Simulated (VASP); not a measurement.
# Sr32BeO32 (a cell with a defect) in VASP: single point with PBEsol

Aim: the single point of Sr32BeO32 (a cell with a defect) with PBEsol.

Everything below comes from runs of VASP 6.6.1. Logs are shortened: lines on timing, memory, paths and dates and some standing lists are left out, and cuts for length are marked.

**1. The cell of the first run**

The cell holds a defect, 65 atoms: a = 10.245 Å, b = 10.245 Å, c = 10.245 Å, α = 90.00°, β = 90.00°, γ = 90.00°.

**2. Single point, PBEsol**

INCAR

```
PREC = Accurate
ENCUT = 520
EDIFF = 1E-6
ISMEAR = -1
SIGMA = 0.05
LREAL = Auto
LASPH = T
NELM = 120
ALGO = Normal
ISIF = 2
LWAVE = F
LCHARG = F
GGA = PS
NBANDS = 295
NELECT = 512.0
ISYM = 0
GGA_COMPAT = F
```

KPOINTS

```
Automatic mesh
0
Gamma
  1 1 1
  0.25 0.25 0.25
```

POSCAR

```
Sr32BeO32
1.0
   10.2454930000      0.0000000000      0.0000000000
    0.0000000000     10.2454930000      0.0000000000
    0.0000000000      0.0000000000     10.2454930000
O Sr Be
32 32 1
Direct
    0.2514820000      0.0025260000      0.0025990000
    0.2493340000      0.9928390000      0.5008020000
    0.2493160000      0.5007140000      0.9929370000
    0.2780520000      0.4719590000      0.4720950000
    0.7499730000      0.0000560000      0.0001310000
    0.7475200000      0.0025500000      0.4986450000
    0.7475060000      0.4985640000      0.0026130000
    0.7571820000      0.5007480000      0.5008040000
    0.0031800000      0.2508370000      0.0026010000
    0.9934870000      0.2486850000      0.5008040000
    0.0007070000      0.7493440000      0.0001360000
    0.0031950000      0.7468730000      0.4986430000
    0.5013920000      0.2486670000      0.9929080000
    0.4726340000      0.2773800000      0.4720590000
    0.4992100000      0.7468530000      0.0026200000
    0.5013770000      0.7565420000      0.5008060000
    0.0031920000      0.0025390000      0.2509010000
    0.0007170000      0.0000620000      0.7494000000
    0.9935190000      0.5007480000      0.2487470000
    0.0031920000      0.4985800000      0.7469410000
    0.5014070000      0.9928370000      0.2487590000
    0.4992260000      0.0025410000      0.7469400000
    0.4726870000      0.4719810000      0.2774610000
    0.5013840000      0.5007350000      0.7565990000
    0.2780710000      0.2773450000      0.2774790000
    0.2493130000      0.2486530000      0.7566370000
    0.2493250000      0.7565540000      0.2487340000
    0.2514790000      0.7468580000      0.7469330000
    0.7572100000      0.2486700000      0.2487290000
    0.7475140000      0.2508290000      0.7469210000
    0.7475150000      0.7468650000      0.2509100000
    0.7499710000      0.7493250000      0.7493930000
    0.0006160000      0.9999780000      0.0000460000
    0.9969260000      0.9962740000      0.5007520000
    0.9969400000      0.5006930000      0.9963670000
    0.9995510000      0.4983840000      0.4984410000
    0.5013330000      0.9962780000      0.9963410000
    0.4990140000      0.9989130000      0.4984300000
    0.4990240000      0.4983750000      0.9989860000
    0.5177130000      0.5170920000      0.5171410000
    0.2516880000      0.2510390000      0.9989930000
    0.2329300000      0.2323150000      0.5171400000
    0.2493530000      0.7531150000      0.9963630000
    0.2516770000      0.7504810000      0.4984260000
    0.7537580000      0.2486930000      0.9963340000
    0.7511090000      0.2510280000      0.4984110000
    0.7500740000      0.7494160000      0.0000510000
    0.7537780000      0.7531340000      0.5007730000
    0.2516880000      0.9989370000      0.2510940000
    0.2493540000      0.9962790000      0.7531940000
    0.2330230000      0.5170200000      0.2324440000
    0.2516800000      0.4983630000      0.7505370000
    0.7537620000      0.9962650000      0.2487670000
    0.7500610000      0.9999740000      0.7494810000
    0.7511010000      0.4983750000      0.2511010000
    0.7537710000      0.5006940000      0.7531820000
    0.9995390000      0.2510410000      0.2511000000
    0.9969120000      0.2486930000      0.7532010000
    0.9969420000      0.7531150000      0.2487740000
    0.0006320000      0.7494180000      0.7495030000
    0.5177150000      0.2323240000      0.2323670000
    0.4989950000      0.2510360000      0.7505200000
    0.4990100000      0.7504590000      0.2511080000
    0.5013480000      0.7531200000      0.7531990000
    0.3753950000      0.3746280000      0.3748340000
```

Potentials or basis: VASP PAW PBE potentials, release 64 (O, Sr_sv, Be).

Started as:

```bash
> cat potpaw_PBE.64/O/POTCAR potpaw_PBE.64/Sr_sv/POTCAR potpaw_PBE.64/Be/POTCAR > POTCAR
> mpirun -np 1 vasp_std > vasp.out
```

OUTCAR:

```text
PREC = Accurate
   ENCUT = 520
   EDIFF = 1E-6
   ISMEAR = -1
   LREAL = Auto
   LASPH = T
   NELM = 120
   ISIF = 2
   GGA = PS
   NELECT = 512.0
   ISYM = 0

 ion  position               nearest neighbor table
   1  0.251  0.003  0.003-  49 2.55  41 2.55  50 2.56  43 2.56  37 2.56  33 2.57
   2  0.249  0.993  0.501-  42 2.46  44 2.48  38 2.56  49 2.56  50 2.59  34 2.59
   3  0.249  0.501  0.993-  51 2.47  52 2.48  41 2.56  39 2.56  35 2.59  43 2.59
   4  0.278  0.472  0.472-  65 1.73  51 2.54  42 2.54  40 2.54  52 2.88  36 2.88  44 2.88
   5  0.750  0.000  0.000-  53 2.55  45 2.55  37 2.55  47 2.57  33 2.57  54 2.57
   6  0.748  0.003  0.499-  46 2.55  38 2.55  34 2.56  48 2.56  53 2.56  54 2.57
   7  0.748  0.499  0.003-  39 2.55  55 2.55  56 2.56  35 2.56  45 2.56  47 2.57
   8  0.757  0.501  0.501-  40 2.46  36 2.48  55 2.56  46 2.56  56 2.59  48 2.59
   9  0.003  0.251  0.003-  57 2.55  41 2.55  58 2.56  45 2.56  35 2.56  33 2.57
  10  0.993  0.249  0.501-  42 2.46  46 2.48  36 2.56  57 2.56  58 2.59  34 2.59
  11  0.001  0.749  0.000-  59 2.55  43 2.55  35 2.55  60 2.57  47 2.57  33 2.57
  12  0.003  0.747  0.499-  44 2.55  36 2.55  34 2.56  48 2.56  59 2.56  60 2.57
  13  0.501  0.249  0.993-  61 2.46  62 2.48  41 2.56  39 2.56  45 2.59  37 2.59
  14  0.473  0.277  0.472-  65 1.73  61 2.54  42 2.54  40 2.54  62 2.88  38 2.88  46 2.88
  15  0.499  0.747  0.003-  39 2.55  63 2.55  64 2.56  37 2.56  43 2.56  47 2.57
  16  0.501  0.757  0.501-  40 2.46  38 2.48  63 2.56  44 2.56  64 2.59  48 2.59
  17  0.003  0.003  0.251-  49 2.55  57 2.55  59 2.56  53 2.56  34 2.56  33 2.57
[... 66 lines left out ...]
                            56 3.59  35 3.59  33 3.59  54 3.59  41 3.63  46 3.63  52 3.65  36 3.65
  59  0.997  0.753  0.249-  11 2.55  17 2.56  31 2.56  12 2.56  19 2.59  27 2.59  51 3.42  53 3.52
                            34 3.59  48 3.59  33 3.59  47 3.59  49 3.63  55 3.63  44 3.65  36 3.65
  60  0.001  0.749  0.750-  11 2.57  18 2.57  32 2.57  20 2.57  28 2.57  12 2.57  43 3.59  50 3.59
                            48 3.59  56 3.59  35 3.59  34 3.59  33 3.63  47 3.63  54 3.63  36 3.64
  61  0.518  0.232  0.232-  13 2.46  21 2.47  29 2.47  65 2.53  25 2.54  23 2.54  14 2.54  37 3.42
                            45 3.42  53 3.42  41 3.63  49 3.63  39 3.63  46 3.63  55 3.63  38 3.63
  62  0.499  0.251  0.751-  13 2.48  22 2.55  30 2.55  26 2.56  24 2.56  14 2.88  52 3.58  41 3.59
                            39 3.59  45 3.63  37 3.63  40 3.63  42 3.63  54 3.64  38 3.65  46 3.65
  63  0.499  0.750  0.251-  21 2.48  15 2.55  31 2.55  27 2.56  16 2.56  23 2.88  44 3.58  38 3.59
                            49 3.59  53 3.63  37 3.63  40 3.63  51 3.63  47 3.64  55 3.65  39 3.65
  64  0.501  0.753  0.753-  32 2.55  22 2.56  15 2.56  28 2.56  24 2.59  16 2.59  40 3.42  37 3.52
                            50 3.59  43 3.59  54 3.59  47 3.59  39 3.63  38 3.63  52 3.65  44 3.65
  65  0.375  0.375  0.375-  14 1.73   4 1.73  25 1.73  23 1.73  42 2.53  40 2.53  61 2.53  51 2.53

IMPORTANT INFORMATION: All symmetrisations will be switched off!
NOSYMM: (Re-)initialisation of all symmetry stuff for point group C_1.

----------------------------------------------------------------------------------------

                                     Primitive cell

  volume of cell :    1075.4707

  direct lattice vectors                    reciprocal lattice vectors
    10.245493000  0.000000000  0.000000000     0.097603893  0.000000000  0.000000000
     0.000000000 10.245493000  0.000000000     0.000000000  0.097603893  0.000000000
     0.000000000  0.000000000 10.245493000     0.000000000  0.000000000  0.097603893

  length of vectors
    10.245493000 10.245493000 10.245493000     0.097603893  0.097603893  0.097603893

  position of ions in fractional coordinates (direct lattice)
     0.251482000  0.002526000  0.002599000
     0.249334000  0.992839000  0.500802000
     0.249316000  0.500714000  0.992937000
     0.278052000  0.471959000  0.472095000
     0.749973000  0.000056000  0.000131000
     0.747520000  0.002550000  0.498645000
[... 57 lines left out ...]
     0.501348000  0.753120000  0.753199000
     0.375395000  0.374628000  0.374834000

  ion indices of the primitive-cell ions
   primitive index   ion index
                 1           1
                 2           2
                 3           3
                 4           4
                 5           5
                 6           6
[... 57 lines left out ...]
                64          64
                65          65

----------------------------------------------------------------------------------------

 KPOINTS: Automatic mesh

Automatic generation of k-mesh.
 Grid dimensions read from file:
 generate k-points for:    1    1    1

 Generating k-lattice:

  Cartesian coordinates                     Fractional coordinates (reciprocal lattice)
     0.097603893  0.000000000  0.000000000     1.000000000  0.000000000  0.000000000
     0.000000000  0.097603893  0.000000000     0.000000000  1.000000000  0.000000000
     0.000000000  0.000000000  0.097603893     0.000000000  0.000000000  1.000000000

  Length of vectors
     0.097603893  0.097603893  0.097603893

  Shift w.r.t. Gamma in fractional coordinates (k-lattice)
     0.250000000  0.250000000  0.250000000

 Subroutine IBZKPT returns following result:
 ===========================================

 Found      4 irreducible k-points:

 Following reciprocal coordinates:
            Coordinates               Weight
  0.250000  0.250000  0.250000      2.000000
 -0.250000  0.250000  0.250000      2.000000
 -0.250000 -0.250000  0.250000      2.000000
  0.250000 -0.250000  0.250000      2.000000
   k-points           NKPTS =      4   k-points in BZ     NKDIM =      4   number of bands    NBANDS=    295
   number of dos      NEDOS =    301   number of ions     NIONS =     65
   total plane-waves  NPLWV = 512000
   dimension x,y,z NGX =    80 NGY =   80 NGZ =   80
   dimension x,y,z NGXF=   160 NGYF=  160 NGZF=  160
   ions per type =              32  32   1
   NGX,Y,Z   is equivalent  to a cutoff of  12.98, 12.98, 12.98 a.u.
   NGXF,Y,Z  is equivalent  to a cutoff of  25.96, 25.96, 25.96 a.u.
 SYSTEM =  unknown system
   PREC   = accura    normal or accurate (medium, high low for compatibility)
   ISTART =      0    job   : 0-new  1-cont  2-samecut
   ICHARG =      2    charge: 1-file 2-atom 10-const
   ISPIN  =      1    spin polarized calculation?
   LNONCOLLINEAR =      F non collinear calculations
   LSORBIT =      F    spin-orbit coupling
   LASPH  =      T    aspherical Exc in radial PAW
   ENCUT  =  520.0 eV  38.22 Ry    6.18 a.u.  19.05 19.05 19.05*2*pi/ulx,y,z
   NELM   =    120;   NELMIN=  2; NELMDL= -5     # of ELM steps
   EDIFF  = 0.1E-05   stopping-criterion for ELM
   LREAL  =      T    real-space projection
   EDIFFG = 0.1E-04   stopping-criterion for IOM
   NSW    =      0    number of steps for IOM
   IBRION =     -1    ionic relax: 0-MD 1-quasi-New 2-CG
   NFREE  =      0    steps in history (QN), initial steepest desc. (CG)
   ISIF   =      2    stress and relaxation
   ISYM   =      0    0-nonsym 1-usesym 2-fastsym
   POTIM  = 0.5000    time-step for ionic-motion
   TEBEG  =    0.0;   TEEND  =   0.0 temperature during run
   PSTRESS=    0.0 pullay stress
   NELECT =     512.0000    total number of electrons
   NUPDOWN=      -1.0000    fix difference up-down
   EMIN   =  10.00;   EMAX   =-10.00  energy-range for DOS
   EFERMI =   0.00;   METHOD = LEGACY
   ISMEAR =    -1;   SIGMA  =   0.05  broadening in eV -4-tet -1-fermi 0-gaus
   EFERMI_NEDOS =   21; number of points for ismear=-14 and -15
   IALGO  =     38    algorithm
   IMIX   =      4    mixing-type and parameters
     AMIX     =   0.40;   BMIX     =  1.00
     AMIX_MAG =   1.60;   BMIX_MAG =  1.00
  volume/ion in A,a.u.               =      16.55       111.66
  Fermi-wavevector in a.u.,A,eV,Ry     =   1.278298  2.415632 22.232527  1.634045
  Thomas-Fermi vector in A             =   2.410848
   LORBIT       =      0    0 simple, 1 ext, 2 COOP (PROOUT), +10 PAW based schemes
   GGA     = PS    functional components
   LHFCALC =     F    Hartree Fock is set to
   AEXX    =    0.0000 exact exchange contribution
   IVDW    =     0    specifies the selected vdW correction
   LEPSILON=     F    determine dielectric tensor
   LRPA    =     F    only Hartree local field effects (RPA)
 non-spin polarized calculation
  energy-cutoff  :      520.00
  volume of cell :     1075.47
 maximum number of plane-waves:     28978
 NGX is ok and might be reduce to    80
   NGX = 39   NGY = 39   NGZ = 39

 number of electron     512.0000000 magnetization

 Free energy of the ion-electron system (eV)
  ---------------------------------------------------
  ext. energy  EPLUGINS =         0.00000000
  ---------------------------------------------------
  free energy    TOTEN  =      -415.08450426 eV

  energy without entropy =     -415.08450426  energy(sigma->0) =     -415.08450426

 E-fermi :   2.6993     XC(G=0): -10.3209

 val. band max:        1.4247626716   @ k =   0.2500   0.2500   0.2500
 cond. band min:       5.2201350626   @ k =  -0.2500  -0.2500   0.2500
 fundamental gap:      3.7953723910
 Fermi energy:         2.6993219448

 k-point     1 :       0.2500    0.2500    0.2500
  band No.  band energies     occupation
      1     -30.6126      2.00000
      2     -30.5860      2.00000
      3     -30.5859      2.00000
      4     -30.5554      2.00000
      5     -30.5425      2.00000
      6     -30.5424      2.00000
[... 1073 lines left out ...]
    267       6.6581      0.00000
    268       6.6752      0.00000
 [bands above 268 left out]

------------------------ aborting loop because EDIFF is reached ----------------------------------------

  FORCE on cell =-STRESS in cart. coord.  units (eV):
  Direction    XX          YY          ZZ          XY          YZ          ZX
  --------------------------------------------------------------------------------------
  -------------------------------------------------------------------------------------
  Total       -2.7908134     -2.7940132     -2.7917184      0.0080818     -0.0009108      0.0042556
  in kB       -4.1576009     -4.1623678     -4.1589491      0.0120398     -0.0013568      0.0063397
  external PRESSURE =      -4.1596392 kB  Pullay stress =       0.0000000 kB

 VOLUME and BASIS-vectors are now :
 -----------------------------------------------------------------------------
  energy-cutoff  :      520.00
  volume of cell :     1075.47
      direct lattice vectors                 reciprocal lattice vectors
    10.245493000  0.000000000  0.000000000     0.097603893  0.000000000  0.000000000
     0.000000000 10.245493000  0.000000000     0.000000000  0.097603893  0.000000000
     0.000000000  0.000000000 10.245493000     0.000000000  0.000000000  0.097603893

 POSITION                                       TOTAL-FORCE (eV/Angst)
 -----------------------------------------------------------------------------------
      2.57656      0.02588      0.02663        -0.000690     -0.000554     -0.000918
      2.55455     10.17213      5.13096        -0.000664      0.006552     -0.001081
      2.55437      5.13006     10.17313         0.001424     -0.001009      0.005845
      2.84878      4.83545      4.83685        -0.037115      0.038743      0.038302
      7.68384      0.00057      0.00134         0.000895     -0.000459     -0.001318
      7.65871      0.02613      5.10886         0.000719     -0.002257     -0.000320
[... 57 lines left out ...]
      5.13656      7.71609      7.71690        -0.001293      0.004000      0.003754
      3.84611      3.83825      3.84036        -0.002493      0.002273     -0.003295
 -----------------------------------------------------------------------------------
    total drift:                                0.008665     -0.005603     -0.005953

  FREE ENERGIE OF THE ION-ELECTRON SYSTEM (eV)
  ---------------------------------------------------
  free  energy   TOTEN  =      -415.0845042599 eV

  energy  without entropy=     -415.0845042598  energy(sigma->0) =     -415.08450426
```

Wall time 54 min (1 thread of Intel Xeon Platinum 8375C at 2.90GHz (Ice Lake), shared host); peak memory 1.5 GiB.

Results:

* Free energy: -415.0845 eV
* Largest force: 0.069 eV/Å

Forces in eV/Å, atoms in the order of the input:
```
O   -0.001 -0.001 -0.001
O   -0.001  0.007 -0.001
O    0.001 -0.001  0.006
O   -0.037  0.039  0.038
O    0.001  0.000 -0.001
O    0.001 -0.002  0.000
O    0.001  0.001 -0.002
O   -0.006 -0.002 -0.001
O   -0.001  0.000  0.000
O    0.004  0.004 -0.002
O    0.000  0.000 -0.002
O    0.000  0.000  0.000
O   -0.002  0.001  0.004
O    0.040 -0.038  0.041
O   -0.001  0.001 -0.001
O   -0.003 -0.004 -0.002
O   -0.002  0.000  0.001
O    0.000 -0.001 -0.001
O    0.004 -0.002  0.004
O    0.000 -0.001  0.000
O   -0.003  0.004  0.001
O   -0.001 -0.002  0.000
O    0.037  0.038 -0.036
O   -0.004 -0.002 -0.004
O   -0.039 -0.037 -0.039
O    0.002  0.004 -0.006
O    0.002 -0.007  0.004
O    0.000  0.000  0.000
O   -0.006  0.002  0.002
O    0.001  0.001  0.001
O    0.002  0.001  0.000
O    0.001 -0.001  0.000
Sr   0.002 -0.001  0.000
Sr  -0.004 -0.004  0.000
Sr  -0.005  0.000 -0.005
Sr   0.025 -0.002 -0.001
Sr   0.000 -0.005 -0.004
Sr  -0.001  0.025 -0.001
Sr  -0.001 -0.002  0.024
Sr   0.023  0.023  0.023
Sr   0.000  0.000  0.024
Sr  -0.022 -0.023  0.024
Sr   0.000  0.004 -0.004
Sr   0.001 -0.024  0.000
Sr   0.004  0.002 -0.004
Sr  -0.024  0.001  0.001
Sr   0.001 -0.001 -0.001
Sr   0.004  0.004 -0.001
Sr   0.001  0.024  0.001
Sr   0.000 -0.005  0.004
Sr  -0.024  0.024 -0.023
Sr   0.001 -0.001 -0.024
Sr   0.004 -0.004  0.001
Sr   0.002 -0.001  0.000
Sr  -0.023 -0.001  0.001
Sr   0.004 -0.001  0.005
Sr   0.026  0.000  0.000
Sr  -0.004  0.001  0.004
Sr  -0.004  0.004  0.000
Sr   0.000  0.001  0.000
Sr   0.024 -0.024 -0.023
Sr   0.001  0.000 -0.024
Sr   0.000 -0.024  0.000
Sr  -0.001  0.004  0.004
Be  -0.002  0.002 -0.003
```

Caveat: the cell carries a net charge on a neutralising background, which shifts energy and pressure; the cell is charged against a uniform background, so pressure and absolute levels hang on convention; the PAW data sets were made with another functional, which shifts forces and pressure a little.
